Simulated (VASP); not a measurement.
# Zn (P6_3/mmc) in VASP: a series of runs

Aim: see how the results for Zn move with the level of theory and the settings. Levels: PBEsol, r2SCAN. Tasks: single point.

All numbers are computed with VASP 6.6.1; they aren't measurements. Logs are shortened: lines on timing, memory, paths and dates and some standing lists are left out, and cuts for length are marked.

### 1 The cell of the first run

It takes space group P6_3/mmc (No. 194, hexagonal). Conventional cell: a = 2.722 Å, b = 2.722 Å, c = 5.063 Å, α = 90.00°, β = 90.00°, γ = 120.00°. Zn (site symmetry -6m2) has 12 Zn at 2.72 to 2.98 Å within 3.6 Å.

### 2 Single point, PBEsol

The input, INCAR:

```
SYSTEM = Zn
ALGO     = Fast           ! electronic algorithm
EDIFF    = 1E-7           ! SCF threshold, eV
ENCUT    = 520            ! plane-wave cutoff, eV
GGA      = PS             ! functional
ISIF     = 2              ! what is computed and relaxed
ISMEAR   = -1             ! smearing method
LASPH    = .TRUE.         ! aspherical terms in the spheres
LCHARG   = .TRUE.         ! write CHGCAR
LELF     = .TRUE.         ! ELF
LREAL    = .FALSE.        ! projectors in reciprocal space
LVHAR    = .TRUE.       
LWAVE    = .FALSE.        ! write WAVECAR
NBANDS   = 19             ! bands
NELM     = 100            ! most SCF steps
PREC     = Accurate       ! precision mode
SIGMA    = 0.05           ! smearing width, eV
```

The input, KPOINTS:

```
k-points
0
G
  11 11 6
  0 0 0
```

The input, POSCAR:

```
Zn
1.0
    2.7223662359      0.0000000000      0.0000000000
   -1.3611831179      2.3576383187      0.0000000000
    0.0000000000      0.0000000000      5.0633972761
Zn
2
Direct
    0.6666666667      0.3333333333      0.7500000000
    0.3333333333      0.6666666667      0.2500000000
```

Potentials or basis: VASP PAW PBE potentials, release 64 (Zn).

Command:

```console
> cat potpaw_PBE.64/Zn/POTCAR > POTCAR
> mpirun -np 1 vasp_std > vasp.out
```

OUTCAR:

```text
SYSTEM = Zn
   EDIFF = 1E-7
   ENCUT = 520
   GGA = PS
   ISIF = 2
   ISMEAR = -1
   LASPH = .TRUE.
   LREAL = .FALSE.
   NELM = 100
   PREC = Accurate

 ion  position               nearest neighbor table
   1  0.667  0.333  0.750-   2 2.98   2 2.98   2 2.98   2 2.98   2 2.98   2 2.98
   2  0.333  0.667  0.250-   1 2.98   1 2.98   1 2.98   1 2.98   1 2.98   1 2.98

  LATTYP: Found a hexagonal cell.
 ALAT       =     2.7223662359
 C/A-ratio  =     1.8599250936

  Lattice vectors:

 A1 = (   2.7223662359,   0.0000000000,   0.0000000000)
 A2 = (  -1.3611831179,   2.3576383187,   0.0000000000)
 A3 = (   0.0000000000,   0.0000000000,   5.0633972761)

Analysis of symmetry for initial positions (statically):
=====================================================================
 Subroutine PRICEL returns:
 Original cell was already a primitive cell.

 Routine SETGRP: Setting up the symmetry group for a
 hexagonal supercell.

 Subroutine GETGRP returns: Found 24 space group operations
 (whereof 12 operations were pure point group operations)
 out of a pool of 24 trial point group operations.

The static configuration has the point symmetry D_3d.
 The point group associated with its full space group is D_6h.

Analysis of symmetry for dynamics (positions and initial velocities):
=====================================================================
 Subroutine PRICEL returns:
 Original cell was already a primitive cell.

 Routine SETGRP: Setting up the symmetry group for a
 hexagonal supercell.

 Subroutine GETGRP returns: Found 24 space group operations
 (whereof 12 operations were pure point group operations)
 out of a pool of 24 trial point group operations.

The dynamic configuration has the point symmetry D_3d.
 The point group associated with its full space group is D_6h.

 Subroutine INISYM returns: Found 24 space group operations
 (whereof 12 operations are pure point group operations),
 and found     1 'primitive' translations

----------------------------------------------------------------------------------------

                                     Primitive cell

  volume of cell :      32.4987

  direct lattice vectors                    reciprocal lattice vectors
     2.722366236  0.000000000  0.000000000     0.367327506  0.212076634  0.000000000
    -1.361183118  2.357638319  0.000000000     0.000000000  0.424153269  0.000000000
     0.000000000  0.000000000  5.063397276     0.000000000  0.000000000  0.197495860

  length of vectors
     2.722366236  2.722366236  5.063397276     0.424153269  0.424153269  0.197495860

  position of ions in fractional coordinates (direct lattice)
     0.666666667  0.333333333  0.750000000
     0.333333333  0.666666667  0.250000000

  ion indices of the primitive-cell ions
   primitive index   ion index
                 1           1
                 2           2

----------------------------------------------------------------------------------------

 KPOINTS: k-points

Automatic generation of k-mesh.
 Grid dimensions read from file:
 generate k-points for:   11   11    6

 Generating k-lattice:

  Cartesian coordinates                     Fractional coordinates (reciprocal lattice)
     0.033393410  0.019279694  0.000000000     0.090909091  0.000000000  0.000000000
     0.000000000  0.038559388  0.000000000     0.000000000  0.090909091  0.000000000
     0.000000000  0.000000000  0.032915977     0.000000000  0.000000000  0.166666667

  Length of vectors
     0.038559388  0.038559388  0.032915977

  Shift w.r.t. Gamma in fractional coordinates (k-lattice)
     0.000000000  0.000000000  0.000000000

 Subroutine IBZKPT returns following result:
 ===========================================

 Found     64 irreducible k-points:

 Following reciprocal coordinates:
            Coordinates               Weight
  0.000000  0.000000  0.000000      1.000000
  0.090909 -0.000000  0.000000      6.000000
  0.181818 -0.000000  0.000000      6.000000
  0.272727 -0.000000  0.000000      6.000000
  0.363636 -0.000000  0.000000      6.000000
  0.454545 -0.000000  0.000000      6.000000
[... 16 lines left out ...]
  0.090909  0.090909  0.166667     12.000000
  0.181818  0.090909  0.166667     24.000000
 [... further k-points ...]
   k-points           NKPTS =     64   k-points in BZ     NKDIM =     64   number of bands    NBANDS=     19
   number of dos      NEDOS =    301   number of ions     NIONS =      2
   total plane-waves  NPLWV =  16000
   dimension x,y,z NGX =    20 NGY =   20 NGZ =   40
   dimension x,y,z NGXF=    40 NGYF=   40 NGZF=   80
   ions per type =               2
   NGX,Y,Z   is equivalent  to a cutoff of  12.21, 12.21, 13.13 a.u.
   NGXF,Y,Z  is equivalent  to a cutoff of  24.43, 24.43, 26.27 a.u.
 SYSTEM =  Zn
   PREC   = accura    normal or accurate (medium, high low for compatibility)
   ISTART =      0    job   : 0-new  1-cont  2-samecut
   ICHARG =      2    charge: 1-file 2-atom 10-const
   ISPIN  =      1    spin polarized calculation?
   LNONCOLLINEAR =      F non collinear calculations
   LSORBIT =      F    spin-orbit coupling
   LASPH  =      T    aspherical Exc in radial PAW
   ENCUT  =  520.0 eV  38.22 Ry    6.18 a.u.   5.06  5.06  9.41*2*pi/ulx,y,z
   NELM   =    100;   NELMIN=  2; NELMDL= -5     # of ELM steps
   EDIFF  = 0.1E-06   stopping-criterion for ELM
   LREAL  =      F    real-space projection
   EDIFFG = 0.1E-05   stopping-criterion for IOM
   NSW    =      0    number of steps for IOM
   IBRION =     -1    ionic relax: 0-MD 1-quasi-New 2-CG
   NFREE  =      0    steps in history (QN), initial steepest desc. (CG)
   ISIF   =      2    stress and relaxation
   ISYM   =      2    0-nonsym 1-usesym 2-fastsym
   POTIM  = 0.5000    time-step for ionic-motion
   TEBEG  =    0.0;   TEEND  =   0.0 temperature during run
   PSTRESS=    0.0 pullay stress
   NELECT =      24.0000    total number of electrons
   NUPDOWN=      -1.0000    fix difference up-down
   EMIN   =  10.00;   EMAX   =-10.00  energy-range for DOS
   EFERMI =   0.00;   METHOD = LEGACY
   ISMEAR =    -1;   SIGMA  =   0.05  broadening in eV -4-tet -1-fermi 0-gaus
   EFERMI_NEDOS =   21; number of points for ismear=-14 and -15
   IALGO  =     68    algorithm
   IMIX   =      4    mixing-type and parameters
     AMIX     =   0.40;   BMIX     =  1.00
     AMIX_MAG =   1.60;   BMIX_MAG =  1.00
  volume/ion in A,a.u.               =      16.25       109.66
  Fermi-wavevector in a.u.,A,eV,Ry     =   1.479756  2.796333 29.792360  2.189677
  Thomas-Fermi vector in A             =   2.593874
   LORBIT       =      0    0 simple, 1 ext, 2 COOP (PROOUT), +10 PAW based schemes
   GGA     = PS    functional components
   LHFCALC =     F    Hartree Fock is set to
   AEXX    =    0.0000 exact exchange contribution
   IVDW    =     0    specifies the selected vdW correction
   LEPSILON=     F    determine dielectric tensor
   LRPA    =     F    only Hartree local field effects (RPA)
 non-spin polarized calculation
 RMM-DIIS sequential band-by-band and
  energy-cutoff  :      520.00
  volume of cell :       32.50
 maximum number of plane-waves:       887
   NGX = 11   NGY = 11   NGZ = 19

 number of electron      23.9999985 magnetization

 Free energy of the ion-electron system (eV)
  ---------------------------------------------------
  ext. energy  EPLUGINS =         0.00000000
  ---------------------------------------------------
  free energy    TOTEN  =        -3.03976124 eV

  energy without entropy =       -3.03503577  energy(sigma->0) =       -3.03739850

 E-fermi :   2.3672     XC(G=0): -11.3570

 val. band max:        2.3073172333   @ k =   0.3636   0.2727   0.3333
 cond. band min:       2.3937038361   @ k =   0.3636   0.2727   0.3333
 fundamental gap:      0.0863866028
 Fermi energy:         2.3672387668

 k-point     1 :       0.0000    0.0000    0.0000
  band No.  band energies     occupation
      1      -7.4163      2.00000
      2      -5.8141      2.00000
      3      -5.2063      2.00000
      4      -4.9986      2.00000
      5      -4.9986      2.00000
      6      -4.9552      2.00000
[... 11 lines left out ...]
     18      20.7017      0.00000
     19      20.7127      0.00000

 k-point     2 :       0.0909   -0.0000    0.0000
  band No.  band energies     occupation
      1      -7.1826      2.00000
      2      -5.7209      2.00000
      3      -5.1857      2.00000
      4      -5.0176      2.00000
      5      -4.9758      2.00000
      6      -4.9475      2.00000
[... 11 lines left out ...]
     18      19.6996      0.00000
     19      21.2218      0.00000

 k-point     3 :       0.1818   -0.0000    0.0000
  band No.  band energies     occupation
      1      -6.5151      2.00000
      2      -5.5228      2.00000
      3      -5.1547      2.00000
      4      -5.0520      2.00000
      5      -4.9454      2.00000
      6      -4.9056      2.00000
[... 11 lines left out ...]
     18      18.0259      0.00000
     19      18.6855      0.00000

 k-point     4 :       0.2727   -0.0000    0.0000
  band No.  band energies     occupation
      1      -5.7309      2.00000
      2      -5.4689      2.00000
      3      -5.1469      2.00000
      4      -5.0623      2.00000
      5      -4.9486      2.00000
      6      -4.8437      2.00000
[... 11 lines left out ...]
     18      17.1000      0.00000
     19      18.1763      0.00000

 k-point     5 :       0.3636   -0.0000    0.0000
  band No.  band energies     occupation
      1      -5.5916      2.00000
      2      -5.5201      2.00000
      3      -5.3236      2.00000
      4      -4.9408      2.00000
      5      -4.9404      2.00000
      6      -4.8371      2.00000
[... 11 lines left out ...]
     18      16.5012      0.00000
     19      17.7963      0.00000

 k-point     6 :       0.4545   -0.0000    0.0000
  band No.  band energies     occupation
      1      -5.6396      2.00000
      2      -5.5575      2.00000
      3      -5.4129      2.00000
      4      -4.9975      2.00000
      5      -4.8655      2.00000
      6      -4.8653      2.00000
[... 11 lines left out ...]
     18      16.2052      0.00000
     19      17.1986      0.00000

 k-point     7 :       0.0909    0.0909    0.0000
  band No.  band energies     occupation
      1      -6.7285      2.00000
      2      -5.5660      2.00000
      3      -5.1684      2.00000
      4      -5.0324      2.00000
      5      -5.0180      2.00000
      6      -4.8419      2.00000
[... 11 lines left out ...]
     18      19.1995      0.00000
     19      20.3600      0.00000

 k-point     8 :       0.1818    0.0909    0.0000
  band No.  band energies     occupation
      1      -5.9304      2.00000
      2      -5.4033      2.00000
      3      -5.1560      2.00000
      4      -5.0654      2.00000
      5      -5.0481      2.00000
      6      -4.9328      2.00000
[... 256 lines left out ...]
 k-point    20 :       0.2727   -0.0000    0.1667
  band No.  band energies     occupation
      1      -5.6813      2.00000
      2      -5.4572      2.00000
      3      -5.1684      2.00000
      4      -5.0828      2.00000
      5      -4.9806      2.00000
      6      -4.7740      2.00000
[... 11 lines left out ...]
     18      16.9859      0.00000
     19      17.4366      0.00000

 k-point    21 :       0.3636   -0.0000    0.1667
  band No.  band energies     occupation
      1      -5.5908      2.00000
      2      -5.5342      2.00000
      3      -5.3067      2.00000
      4      -5.0861      2.00000
      5      -4.8602      2.00000
      6      -4.8160      2.00000
[... 11 lines left out ...]
     18      16.5185      0.00000
     19      17.0415      0.00000

 k-point    22 :       0.4545   -0.0000    0.1667
  band No.  band energies     occupation
      1      -5.6301      2.00000
      2      -5.5969      2.00000
      3      -5.3806      2.00000
      4      -5.1097      2.00000
      5      -4.8418      2.00000
      6      -4.8029      2.00000
[... 11 lines left out ...]
     18      16.2903      0.00000
     19      16.4685      0.00000

 k-point    23 :       0.0909    0.0909    0.1667
  band No.  band energies     occupation
      1      -6.5791      2.00000
      2      -5.5604      2.00000
      3      -5.1625      2.00000
      4      -5.0554      2.00000
      5      -5.0330      2.00000
      6      -4.8490      2.00000
[... 11 lines left out ...]
     18      18.0994      0.00000
     19      20.8553      0.00000

 k-point    24 :       0.1818    0.0909    0.1667
  band No.  band energies     occupation
      1      -5.8252      2.00000
      2      -5.3875      2.00000
      3      -5.1517      2.00000
      4      -5.1046      2.00000
      5      -5.0570      2.00000
      6      -4.9513      2.00000
[... 11 lines left out ...]
     18      16.3952      0.00000
     19      18.5536      0.00000

 [... further k-points ...]

------------------------ aborting loop because EDIFF is reached ----------------------------------------

  FORCE on cell =-STRESS in cart. coord.  units (eV):
  Direction    XX          YY          ZZ          XY          YZ          ZX
  --------------------------------------------------------------------------------------
  -------------------------------------------------------------------------------------
  Total       -1.7579854     -1.7579854     -1.4796620     -0.0000000     -0.0000000      0.0000000
  in kB      -86.6682674    -86.6682674    -72.9469864     -0.0000000     -0.0000000      0.0000000
  external PRESSURE =     -82.0945070 kB  Pullay stress =       0.0000000 kB

 VOLUME and BASIS-vectors are now :
 -----------------------------------------------------------------------------
  energy-cutoff  :      520.00
  volume of cell :       32.50
      direct lattice vectors                 reciprocal lattice vectors
     2.722366236  0.000000000  0.000000000     0.367327506  0.212076634  0.000000000
    -1.361183118  2.357638319  0.000000000     0.000000000  0.424153269  0.000000000
     0.000000000  0.000000000  5.063397276     0.000000000  0.000000000  0.197495860

 POSITION                                       TOTAL-FORCE (eV/Angst)
 -----------------------------------------------------------------------------------
      1.36118      0.78588      3.79755         0.000000     -0.000000      0.000000
     -0.00000      1.57176      1.26585        -0.000000      0.000000      0.000000
 -----------------------------------------------------------------------------------
    total drift:                               -0.000000      0.000000      0.000000

  FREE ENERGIE OF THE ION-ELECTRON SYSTEM (eV)
  ---------------------------------------------------
  free  energy   TOTEN  =        -3.0397612425 eV

  energy  without entropy=       -3.0350357657  energy(sigma->0) =       -3.03739850
```

Wall time 39 s (1 thread of Intel Xeon 8259CL, shared host); peak memory 0.16 GiB.

What came out:

```
Free energy            : -3.0398 eV
Pressure               : -8.2 GPa
Band gap on the k mesh : zero (bands 12 and 13 overlap by 4.78 eV)
```

Levels at points of the mesh, in eV from the Fermi level:
```csv
k point,band 10,band 11,band 12,band 13,band 14,band 15
"(0.00, 0.00, 0.00)",-6.85,-6.85,-3.22,-2.98,13.07,16.64
"(0.00, 0.00, 0.50)",-6.92,-6.92,-6.92,4.46,4.46,17.89
```

Caveat: the cell stands under tension; the PAW data sets were made with another functional, which shifts forces and pressure a little.

[end of part 1 of 2]
